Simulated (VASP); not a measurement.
Here is a VASP 6.6.1 calculation.

The input INCAR:

```
PREC     = Accurate       # precision mode
ENCUT    = 520            # plane-wave cutoff, eV
EDIFF    = 1E-6           # SCF threshold, eV
ISMEAR   = 0              # smearing method
SIGMA    = 0.05           # smearing width, eV
LREAL    = F              # projectors in reciprocal space
LASPH    = T              # aspherical terms in the spheres
NELM     = 100            # most SCF steps
ALGO     = Normal         # electronic algorithm
ISIF     = 2              # what is computed and relaxed
LWAVE    = F              # write WAVECAR
LCHARG   = T              # write CHGCAR
GGA      = PE             # functional
LELF     = T              # ELF
LVHAR    = T            
NBANDS   = 36             # bands
```

KPOINTS

```
regular mesh
0
Gamma
  12 12 2
```

The input POSCAR:

```
C
1.0
    2.6529000000      0.0000000000      0.0000000000
   -1.3264500000      2.2974787937      0.0000000000
    0.0000000000      0.0000000000     11.8077000000
C
12
Direct
    0.0000000000      0.0000000000      0.1868593266
    0.0000000000      0.0000000000      0.6868593266
    0.0000000000      0.0000000000      0.3131406734
    0.0000000000      0.0000000000      0.8131406734
    0.3333333333      0.6666666667      0.5207665411
    0.6666666667      0.3333333333      0.0207665411
    0.3333333333      0.6666666667      0.9792334589
    0.6666666667      0.3333333333      0.4792334589
    0.3333333333      0.6666666667      0.6450950823
    0.6666666667      0.3333333333      0.1450950823
    0.3333333333      0.6666666667      0.8549049177
    0.6666666667      0.3333333333      0.3549049177
```

Potentials or basis: VASP PAW PBE potentials, release 64 (C).

The run is started by

```console
$ cat potpaw_PBE.64/C/POTCAR > POTCAR
$ mpirun -np 1 vasp_std > vasp.out
```

Predict the band gap on the k mesh.

3.09 eV, indirect (least direct gap 4.07 eV).

Estimate the pressure.

-13.7 GPa.

What does it give for the largest force?

0.695 eV/Å.

Forces on the atoms (eV/Å):
```
C    0.000  0.000 -0.669
C    0.000  0.000 -0.669
C    0.000  0.000  0.669
C    0.000  0.000  0.669
C    0.000  0.000 -0.695
C    0.000  0.000 -0.695
C    0.000  0.000  0.695
C    0.000  0.000  0.695
C    0.000  0.000  0.381
C    0.000  0.000  0.381
C    0.000  0.000 -0.381
C    0.000  0.000 -0.381
```

A k mesh can miss the band edges. A hybrid or GW would open this gap; PBE tends to underestimate it.
